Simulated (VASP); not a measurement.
NiO:

```
Ni O
1.0
     2.55374    0.00000    0.00000
     0.00000    2.55374    0.00000
     0.00000    0.00000    2.55374
Ni O
1 1
Direct
  0.00000 0.00000 0.00000
  0.50000 0.50000 0.50000
```

Base run:

* Program: VASP 6.6.1
* Functional: PBE
* Potentials or basis: VASP PAW PBE potentials, release 64 (Ni, O)
* Cutoff: 520 eV
* k mesh: 11 × 11 × 11
* Occupations: fermi-dirac, width 0.05 eV
* Spin: collinear spin, ferromagnetic start
* Starting moments: [1.0, 0.0] μB

Its results: pressure 13.0 GPa; net moment 1.65 μB per cell; site moments Ni +1.21; O +0.41 μB.

Task: The run is repeated on the same cell with these changes: potentials or basis from VASP PAW PBE potentials, release 64 (Ni, O) to VASP PAW PBE potentials, release 64 (Ni_sv_GW, O); cutoff from 520 eV to 600 eV; further incar settings from ALGO = Normal; EDIFF = 1e-06; NBANDS = 19 to ALGO = Normal; EDIFF = 1e-06; NBANDS = 23; valence electrons from 16 to 24. What comes out?

Result: Pressure 11.4 GPa; net moment 1.74 μB per cell; site moments Ni +1.30; O +0.43 μB.

Caveats: a cell with one magnetic atom can't hold antiferromagnetic order, which such compounds often take.
